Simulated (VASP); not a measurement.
Runs of VASP 6.6.1 on Rh. The structure is that of space group Fm-3m (No. 225), or close to it. The cells are those of the table. 

```csv
task,cell,cutoff (eV),gap on the mesh (eV),pressure (GPa)
electric field gradients,"a = 2.716, b = 2.716, c = 2.689 Å, angles 60.3, 60.3, 59.3°, 1 atom",400,none,-0.5
electric field gradients,"a = 2.649 Å, angles 62.0°, 1 atom",520,none,7.0
electric field gradients,"a = 2.716 Å, angles 58.7°, 1 atom",520,none,6.5
single point,"a = 2.730, b = 2.730, c = 2.689 Å, angles 60.5, 60.5, 59.0°, 1 atom",520,none,(a)
single point,"a = 2.662, b = 2.662, c = 2.689 Å, angles 59.7, 59.7, 60.7°, 1 atom",520,none,(b)
```

Alike in all rows: level PBE; potentials or basis VASP PAW PBE potentials, release 64 (Rh_pv); no spin polarisation; k mesh 16 × 16 × 16; smearing fermi-dirac 0.08 eV.

Estimate the missing entries.

(a) -1.7; (b) 12.2.

Caveats: the cell stands under pressure (at least some runs).

A k mesh can miss the band edges, and the runs leave out spin-orbit coupling on Rh.

A gap of «none» marks levels without a gap at the run's occupations.
